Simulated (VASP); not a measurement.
# ZnO (P6_3mc) in VASP: single point with LDA

Aim: the single point of ZnO with LDA.

Program: VASP 6.6.1. These are calculated values, not measurements. Logs are shortened: lines on timing, memory, paths and dates and some standing lists are left out, and cuts for length are marked.

## 1. The cell of the first run

It takes space group P6_3mc (No. 186, hexagonal). Conventional cell: a = 3.249 Å, b = 3.249 Å, c = 5.204 Å, α = 90.00°, β = 90.00°, γ = 120.00°. Zn (site symmetry 3m) has 4 O at 1.97 to 1.99 Å within 2.6 Å. O (site symmetry 3m) has 4 Zn at 1.97 to 1.99 Å within 2.6 Å.

## 2. Single point, LDA

INCAR reads:

```
SYSTEM = ZnO
ALGO = Normal
EDIFF = 1E-6
ENCUT = 1340
GGA = CA
GGA_COMPAT = .False.
ISIF = 2
ISMEAR = 0
LASPH = .True.
LCHARG = .False.
LREAL = .False.
LWAVE = .False.
NBANDS = 26
NELM = 120
PREC = Accurate
SIGMA = 0.1
```

KPOINTS reads:

```
k-points
0
Gamma
  6 6 4
  0 0 0
```

POSCAR reads:

```
ZnO
1.0
    3.2494000000      0.0000000000      0.0000000000
   -1.6247000000      2.8140629500      0.0000000000
    0.0000000000      0.0000000000      5.2038000000
Zn O
2 2
Direct
    0.3333333300      0.6666666700      0.0000000000
    0.6666666700      0.3333333300      0.5000000000
    0.3333333300      0.6666666700      0.3830000000
    0.6666666700      0.3333333300      0.8830000000
```

Potentials or basis: VASP PAW LDA potentials, release 64 (Zn, O_h).

Command:

```sh
$ cat potpaw_LDA.64/Zn/POTCAR potpaw_LDA.64/O_h/POTCAR > POTCAR
$ mpirun -np 1 vasp_std > vasp.out
```

OUTCAR:

```text
SYSTEM = ZnO
   EDIFF = 1E-6
   ENCUT = 1340
   GGA = CA
   ISIF = 2
   ISMEAR = 0
   LASPH = .True.
   LREAL = .False.
   NELM = 120
   PREC = Accurate

 ion  position               nearest neighbor table
   1  0.333  0.667  0.000-   4 1.97   4 1.97   4 1.97   3 1.99
   2  0.667  0.333  0.500-   3 1.97   3 1.97   3 1.97   4 1.99
   3  0.333  0.667  0.383-   2 1.97   2 1.97   2 1.97   1 1.99
   4  0.667  0.333  0.883-   1 1.97   1 1.97   1 1.97   2 1.99

  LATTYP: Found a hexagonal cell.
 ALAT       =     3.2494000000
 C/A-ratio  =     1.6014648858

  Lattice vectors:

 A1 = (   3.2494000000,   0.0000000000,   0.0000000000)
 A2 = (  -1.6247000000,   2.8140629500,   0.0000000000)
 A3 = (   0.0000000000,   0.0000000000,   5.2038000000)

Analysis of symmetry for initial positions (statically):
=====================================================================
 Subroutine PRICEL returns:
 Original cell was already a primitive cell.

 Routine SETGRP: Setting up the symmetry group for a
 hexagonal supercell.

 Subroutine GETGRP returns: Found 12 space group operations
 (whereof  6 operations were pure point group operations)
 out of a pool of 24 trial point group operations.

The static configuration has the point symmetry C_3v.
 The point group associated with its full space group is C_6v.

Analysis of symmetry for dynamics (positions and initial velocities):
=====================================================================
 Subroutine PRICEL returns:
 Original cell was already a primitive cell.

 Routine SETGRP: Setting up the symmetry group for a
 hexagonal supercell.

 Subroutine GETGRP returns: Found 12 space group operations
 (whereof  6 operations were pure point group operations)
 out of a pool of 24 trial point group operations.

The dynamic configuration has the point symmetry C_3v.
 The point group associated with its full space group is C_6v.

 Subroutine INISYM returns: Found 12 space group operations
 (whereof  6 operations are pure point group operations),
 and found     1 'primitive' translations

----------------------------------------------------------------------------------------

                                     Primitive cell

  volume of cell :      47.5836

  direct lattice vectors                    reciprocal lattice vectors
     3.249400000  0.000000000  0.000000000     0.307749123  0.177679039  0.000000000
    -1.624700000  2.814062950  0.000000000     0.000000000  0.355358078  0.000000000
     0.000000000  0.000000000  5.203800000     0.000000000  0.000000000  0.192167262

  length of vectors
     3.249400000  3.249400003  5.203800000     0.355358078  0.355358078  0.192167262

  position of ions in fractional coordinates (direct lattice)
     0.333333330  0.666666670  0.000000000
     0.666666670  0.333333330  0.500000000
     0.333333330  0.666666670  0.383000000
     0.666666670  0.333333330  0.883000000

  ion indices of the primitive-cell ions
   primitive index   ion index
                 1           1
                 2           2
                 3           3
                 4           4

----------------------------------------------------------------------------------------

 KPOINTS: k-points

Automatic generation of k-mesh.
 Grid dimensions read from file:
 generate k-points for:    6    6    4

 Generating k-lattice:

  Cartesian coordinates                     Fractional coordinates (reciprocal lattice)
     0.051291520  0.029613173  0.000000000     0.166666667  0.000000000  0.000000000
     0.000000000  0.059226346  0.000000000     0.000000000  0.166666667  0.000000000
     0.000000000  0.000000000  0.048041816     0.000000000  0.000000000  0.250000000

  Length of vectors
     0.059226346  0.059226346  0.048041816

  Shift w.r.t. Gamma in fractional coordinates (k-lattice)
     0.000000000  0.000000000  0.000000000

 Subroutine IBZKPT returns following result:
 ===========================================

 Found     21 irreducible k-points:

 Following reciprocal coordinates:
            Coordinates               Weight
  0.000000  0.000000  0.000000      1.000000
  0.166667  0.000000  0.000000      6.000000
  0.333333  0.000000  0.000000      6.000000
  0.500000  0.000000  0.000000      3.000000
  0.166667  0.166667  0.000000      6.000000
  0.333333  0.166667  0.000000     12.000000
[... 13 lines left out ...]
  0.333333  0.166667  0.500000     12.000000
  0.333333  0.333333  0.500000      2.000000
   k-points           NKPTS =     21   k-points in BZ     NKDIM =     21   number of bands    NBANDS=     26
   number of dos      NEDOS =    301   number of ions     NIONS =      4
   total plane-waves  NPLWV = 102400
   dimension x,y,z NGX =    40 NGY =   40 NGZ =   64
   dimension x,y,z NGXF=    80 NGYF=   80 NGZF=  128
   ions per type =               2   2
   NGX,Y,Z   is equivalent  to a cutoff of  20.46, 20.46, 20.45 a.u.
   NGXF,Y,Z  is equivalent  to a cutoff of  40.93, 40.93, 40.89 a.u.
 SYSTEM =  ZnO
   PREC   = accura    normal or accurate (medium, high low for compatibility)
   ISTART =      0    job   : 0-new  1-cont  2-samecut
   ICHARG =      2    charge: 1-file 2-atom 10-const
   ISPIN  =      1    spin polarized calculation?
   LNONCOLLINEAR =      F non collinear calculations
   LSORBIT =      F    spin-orbit coupling
   LASPH  =      T    aspherical Exc in radial PAW
   ENCUT  = 1340.0 eV  98.49 Ry    9.92 a.u.   9.70  9.70 15.53*2*pi/ulx,y,z
   NELM   =    120;   NELMIN=  2; NELMDL= -5     # of ELM steps
   EDIFF  = 0.1E-05   stopping-criterion for ELM
   LREAL  =      F    real-space projection
   EDIFFG = 0.1E-04   stopping-criterion for IOM
   NSW    =      0    number of steps for IOM
   IBRION =     -1    ionic relax: 0-MD 1-quasi-New 2-CG
   NFREE  =      0    steps in history (QN), initial steepest desc. (CG)
   ISIF   =      2    stress and relaxation
   ISYM   =      2    0-nonsym 1-usesym 2-fastsym
   POTIM  = 0.5000    time-step for ionic-motion
   TEBEG  =    0.0;   TEEND  =   0.0 temperature during run
   PSTRESS=    0.0 pullay stress
   NELECT =      36.0000    total number of electrons
   NUPDOWN=      -1.0000    fix difference up-down
   EMIN   =  10.00;   EMAX   =-10.00  energy-range for DOS
   EFERMI =   0.00;   METHOD = LEGACY
   ISMEAR =     0;   SIGMA  =   0.10  broadening in eV -4-tet -1-fermi 0-gaus
   EFERMI_NEDOS =   21; number of points for ismear=-14 and -15
   IALGO  =     38    algorithm
   IMIX   =      4    mixing-type and parameters
     AMIX     =   0.40;   BMIX     =  1.00
     AMIX_MAG =   1.60;   BMIX_MAG =  1.00
  volume/ion in A,a.u.               =      11.90        80.28
  Fermi-wavevector in a.u.,A,eV,Ry     =   1.491729  2.818958 30.276420  2.225254
  Thomas-Fermi vector in A             =   2.604347
   LORBIT       =      0    0 simple, 1 ext, 2 COOP (PROOUT), +10 PAW based schemes
   GGA     = CA    functional components
   LHFCALC =     F    Hartree Fock is set to
   AEXX    =    0.0000 exact exchange contribution
   IVDW    =     0    specifies the selected vdW correction
   LEPSILON=     F    determine dielectric tensor
   LRPA    =     F    only Hartree local field effects (RPA)
 non-spin polarized calculation
 Gauss-broadening in eV      SIGMA  =   0.10
  energy-cutoff  :     1340.00
  volume of cell :       47.58
 maximum number of plane-waves:      5336
 NGX is ok and might be reduce to    40
   NGX = 19   NGY = 19   NGZ = 31

 number of electron      36.0000002 magnetization

 Free energy of the ion-electron system (eV)
  ---------------------------------------------------
  ext. energy  EPLUGINS =         0.00000000
  ---------------------------------------------------
  free energy    TOTEN  =       -21.13616381 eV

  energy without entropy =      -21.13616381  energy(sigma->0) =      -21.13616381

 E-fermi :   1.5869     XC(G=0): -11.4689

 val. band max:        1.2103346587   @ k =   0.0000   0.0000   0.0000
 cond. band min:       1.9539553790   @ k =   0.0000   0.0000   0.0000
 fundamental gap:      0.7436207203
 Fermi energy:         1.5868881042

 k-point     1 :       0.0000    0.0000    0.0000
  band No.  band energies     occupation
      1     -16.5936      2.00000
      2     -15.8194      2.00000
      3      -4.5799      2.00000
      4      -4.5799      2.00000
      5      -4.4804      2.00000
      6      -4.4652      2.00000
[... 18 lines left out ...]
     25      15.1157      0.00000
     26      15.1157      0.00000

 k-point     2 :       0.1667    0.0000    0.0000
  band No.  band energies     occupation
      1     -16.4388      2.00000
      2     -15.7535      2.00000
      3      -4.7294      2.00000
      4      -4.4934      2.00000
      5      -4.4534      2.00000
      6      -4.3730      2.00000
[... 18 lines left out ...]
     25      15.0650      0.00000
     26      15.3462      0.00000

 k-point     3 :       0.3333    0.0000    0.0000
  band No.  band energies     occupation
      1     -16.0892      2.00000
      2     -15.6441      2.00000
      3      -4.8817      2.00000
      4      -4.5266      2.00000
      5      -4.3504      2.00000
      6      -4.1371      2.00000
[... 18 lines left out ...]
     25      14.4743      0.00000
     26      15.1103      0.00000

 k-point     4 :       0.5000    0.0000    0.0000
  band No.  band energies     occupation
      1     -15.8658      2.00000
      2     -15.6282      2.00000
      3      -4.7978      2.00000
      4      -4.6183      2.00000
      5      -4.3025      2.00000
      6      -3.9271      2.00000
[... 18 lines left out ...]
     25      14.3021      0.00000
     26      15.2435      0.00000
[... 409 lines left out ...]
      1     -15.9237      2.00000
      2     -15.9237      2.00000
      3      -4.9072      2.00000
      4      -4.9072      2.00000
      5      -4.3507      2.00000
      6      -4.3507      2.00000
[... 18 lines left out ...]
     25      14.4808      0.00000
     26      14.4808      0.00000

 k-point    20 :       0.3333    0.1667    0.5000
  band No.  band energies     occupation
      1     -15.7389      2.00000
      2     -15.7389      2.00000
      3      -4.8448      2.00000
      4      -4.8448      2.00000
      5      -4.2109      2.00000
      6      -4.2109      2.00000
[... 18 lines left out ...]
     25      15.2237      0.00000
     26      15.2237      0.00000

 k-point    21 :       0.3333    0.3333    0.5000
  band No.  band energies     occupation
      1     -15.6782      2.00000
      2     -15.6782      2.00000
      3      -4.5899      2.00000
      4      -4.5899      2.00000
      5      -4.3485      2.00000
      6      -4.3485      2.00000
[... 18 lines left out ...]
     25      16.7404      0.00000
     26      16.7410      0.00000

------------------------ aborting loop because EDIFF is reached ----------------------------------------

  FORCE on cell =-STRESS in cart. coord.  units (eV):
  Direction    XX          YY          ZZ          XY          YZ          ZX
  --------------------------------------------------------------------------------------
  -------------------------------------------------------------------------------------
  Total       -1.8581714     -1.8581714     -1.7901832      0.0000000      0.0000000      0.0000000
  in kB      -62.5660561    -62.5660562    -60.2768394      0.0000000      0.0000000      0.0000000
  external PRESSURE =     -61.8029839 kB  Pullay stress =       0.0000000 kB

 VOLUME and BASIS-vectors are now :
 -----------------------------------------------------------------------------
  energy-cutoff  :     1340.00
  volume of cell :       47.58
      direct lattice vectors                 reciprocal lattice vectors
     3.249400000  0.000000000  0.000000000     0.307749123  0.177679039  0.000000000
    -1.624700000  2.814062950  0.000000000     0.000000000  0.355358078  0.000000000
     0.000000000  0.000000000  5.203800000     0.000000000  0.000000000  0.192167262

 POSITION                                       TOTAL-FORCE (eV/Angst)
 -----------------------------------------------------------------------------------
     -0.00000      1.87604      0.00000         0.000000      0.000000      0.067338
      1.62470      0.93802      2.60190        -0.000000      0.000000      0.067338
     -0.00000      1.87604      1.99306         0.000000      0.000000     -0.067338
      1.62470      0.93802      4.59496        -0.000000     -0.000000     -0.067338
 -----------------------------------------------------------------------------------
    total drift:                               -0.000026      0.000015     -0.000302

  FREE ENERGIE OF THE ION-ELECTRON SYSTEM (eV)
  ---------------------------------------------------
  free  energy   TOTEN  =       -21.1361638137 eV

  energy  without entropy=      -21.1361638127  energy(sigma->0) =      -21.13616381
```

Run time: 53 s. Hardware: 1 thread of Intel Xeon 6975P-C (Granite Rapids), shared host; peak memory 0.29 GiB.

What came out:

| Property | Result |
| --- | --- |
| Free energy | -21.1362 eV |
| Pressure | -6.2 GPa |
| Largest force | 0.067 eV/Å |
| Band gap on the k mesh | 0.74 eV |

Forces in eV/Å, atoms in the order of the input:
```
Zn   0.000  0.000  0.067
Zn   0.000  0.000  0.067
O    0.000  0.000 -0.067
O    0.000  0.000 -0.067
```

Caveat: the cell stands under tension; semilocal functionals underestimate gaps, and a narrow one can read as zero.
